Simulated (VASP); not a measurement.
Write the native input for VASP 6.6.1 that does the following.

| Quantity | Value |
| --- | --- |
| Task | single point |
| Functional | LDA |
| Potentials or basis | VASP PAW LDA potentials, release 64 (Mg) |
| Cutoff | 520 eV |
| k mesh | 15 × 15 × 15 |
| Occupations | fermi-dirac, width 0.05 eV |
| Spin | no spin polarisation |
| Dipole correction | no |
| Further INCAR settings | ALGO = Normal; EDIFF = 1e-06; NBANDS = 7 |

The structure of Mg lies in POSCAR:

```
Mg
1.0
    2.6273803708      0.0000000000      0.0000000000
    0.0000000000      2.6273803708      0.0000000000
    0.0000000000      0.0000000000      2.6273803708
Mg
1
Direct
    0.0000000000      0.0000000000      0.0000000000
```

This cell differs from its parent crystal: volume scaled by 0.7.

One way to write it, as run:

INCAR

```
SYSTEM = Mg
PREC = Accurate
ENCUT = 520
EDIFF = 1E-6
ISMEAR = -1
SIGMA = 0.05
LREAL = .FALSE.
LASPH = .TRUE.
NELM = 100
ALGO = Normal
ISIF = 2
LWAVE = .FALSE.
LCHARG = .FALSE.
GGA = CA
NBANDS = 7
```

KPOINTS

```
regular mesh
0
G
  15 15 15
  0 0 0
```

Potentials or basis: VASP PAW LDA potentials, release 64 (Mg).

Command:

```bash
$ cat potpaw_LDA.64/Mg/POTCAR > POTCAR
$ mpirun -np 1 vasp_std > vasp.out
```

It gave:

```yaml
Pressure: 17.7 GPa
Band_gap_on_the_k_mesh: zero (band 1 reaches 8.78 eV, above the bottom of band 2 at 1.86 eV)
```

Wall time 6.1 s on 1 thread of Intel(R) Xeon(R) Platinum 8488C (Sapphire Rapids), on a shared host, peak memory 0.12 GiB.
